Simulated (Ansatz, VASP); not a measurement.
**BN: VASP beside Ansatz**

```
B N
1.0
     0.00000    1.76759    1.76759
     1.76759    0.00000    1.76759
     1.76759    1.76759    0.00000
B N
1 1
Direct
  0.00000 0.00000 0.00000
  0.25000 0.25000 0.25000
```

Alike in both runs: functional r2SCAN; k mesh 14 × 14 × 14; occupations fermi-dirac, width 0.02 eV; no spin polarisation.

Ansatz relaxed the structure, and its values are those at the end. VASP's run is a single point on that final structure, the one shown.

|  | VASP | Ansatz |
| --- | --- | --- |
| version | VASP 6.6.1 | Ansatz 0.2.0 |
| potentials or method | VASP PAW PBE potentials, release 64 (B, N), cutoff 520 eV | PAW plane waves |
| valence electrons in the cell | 8 | 8 |

```tsv
	VASP	Ansatz	Ansatz less VASP
gap on the k mesh at the Fermi level (eV)	5.06	5.07	+0.016
```

VASP's potentials were made for PBE, not for r2SCAN. With one functional, cell and mesh, what is left measures potentials, basis and numerics. Ansatz's warnings: stress scf threshold loose.
